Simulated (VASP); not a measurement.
SnSe (zincblende type), 2 atoms in the cell. The structure is cubic, space group F-43m (No. 216). The conventional cell has a = 6.778 Å, b = 6.778 Å, c = 6.778 Å, α = 90.00°, β = 90.00°, γ = 90.00°. Within 3.9 Å of Sn (site symmetry -43m) lie 4 Se at 2.93 Å. Se (site symmetry -43m) has 4 Sn at 2.93 Å within 3.9 Å. 

* Program: VASP 6.6.1
* Task: density of states
* Functional: PBE
* Potentials or basis: VASP PAW PBE potentials, release 64 (Sn_d, Se)
* Cutoff: 400 eV
* k mesh: 11 × 11 × 11
* Occupations: fermi-dirac, width 0.05 eV
* Spin: no spin polarisation
* Dipole correction: no
* k mesh for the DOS: 17 × 17 × 17
* Occupations for the DOS: tetrahedron
* Further INCAR settings: ALGO = Normal; EDIFF = 1e-06; NBANDS = 17

Potentials or basis: VASP PAW PBE potentials, release 64 (Sn_d, Se).

Run with:

```sh
$ cat potpaw_PBE.64/Sn_d/POTCAR potpaw_PBE.64/Se/POTCAR > POTCAR
$ cp INCAR.step1 INCAR
$ cp KPOINTS.step1 KPOINTS
$ mpirun -np 1 vasp_std > vasp.out
$ cp INCAR.step2 INCAR
$ cp KPOINTS.step2 KPOINTS
$ mpirun -np 1 vasp_std > vasp.out
```

Hardware: 1 thread of AMD EPYC 9R45 96-Core Processor (Zen 5), with other jobs on the host.

Question: How long does it take, and how much memory?

Answer: It took 57 s on 1 thread of AMD EPYC 9R45 96-Core Processor (Zen 5), on a shared host, peak memory 0.25 GiB. Counts: k points 165.
